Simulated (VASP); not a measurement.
Input of a VASP 6.6.1 run:

File INCAR:

```
PREC = Accurate
ENCUT = 600
EDIFF = 1E-6
ISMEAR = -1
SIGMA = 0.02
LREAL = False
LASPH = True
NELM = 100
ALGO = Normal
ISIF = 3
LWAVE = False
LCHARG = False
GGA = CA
IBRION = 2
NSW = 80
EDIFFG = -0.005
```

KPOINTS

```
Automatic mesh
0
Gamma
  10 10 10
```

The input POSCAR:

```
AlN
1.0
    0.0000000000      2.2015871033      2.2015871033
    2.2015871033      0.0000000000      2.2015871033
    2.2015871033      2.2015871033      0.0000000000
Al N
1 1
Direct
    0.0000000000      0.0000000000      0.0000000000
    0.7500000000      0.7500000000      0.7500000000
```

Potentials or basis: VASP PAW LDA potentials, release 64 (Al, N).

The run is started by

```bash
$ cat potpaw_LDA.64/Al/POTCAR potpaw_LDA.64/N/POTCAR > POTCAR
$ mpirun -np 1 vasp_std > vasp.out
```

(1) Predict the space group after relaxing (to 0.1 Å).

(2) Predict the relaxed volume.

(3) Predict the relaxed cell.

## Answers

(1) F-43m (No. 216).

(2) 10.26 Å³/atom.

(3) a = 3.073 Å, b = 3.073 Å, c = 3.073 Å, α = 60.00°, β = 60.00°, γ = 60.00°.
